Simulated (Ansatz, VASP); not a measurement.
Two plane-wave programs on Cu

```
Cu
1.0
     2.53410    0.00000    0.00000
    -1.26705    2.19459    0.00000
     0.00000    0.00000    4.11257
Cu
2
Cartesian
  0.0000 1.4631 1.0281
  1.2670 0.7315 3.0844
```

Alike in both runs: task single point; functional revPBE; k mesh 3 × 3 × 2; occupations gaussian, width 0.1 eV; no spin polarisation.

```csv
,VASP,Ansatz
version,VASP 6.6.1,Ansatz 0.2.0
potentials or method,"VASP PAW PBE potentials, release 64 (Cu), cutoff 600 eV","scalar-relativistic, plane waves, PAW"
valence electrons in the cell,22,38
```

```tsv
	VASP	Ansatz	Ansatz less VASP
gap on the k mesh at the Fermi level (eV)	none	none	-
pressure (GPa)	11.0	9.9	-1.05
traceless stress, the component that is largest in VASP (GPa)	0.11	1.68	+1.569
```

VASP's potentials were made for PBE, not for revPBE. A gap of «none» marks a metal or a gap that the smearing closes. VASP's potentials hold 22 valence electrons a cell and Ansatz's 38, so a difference there can come from the potentials and not from the codes.

The k mesh is coarse, so the values compare programs but aren't converged.
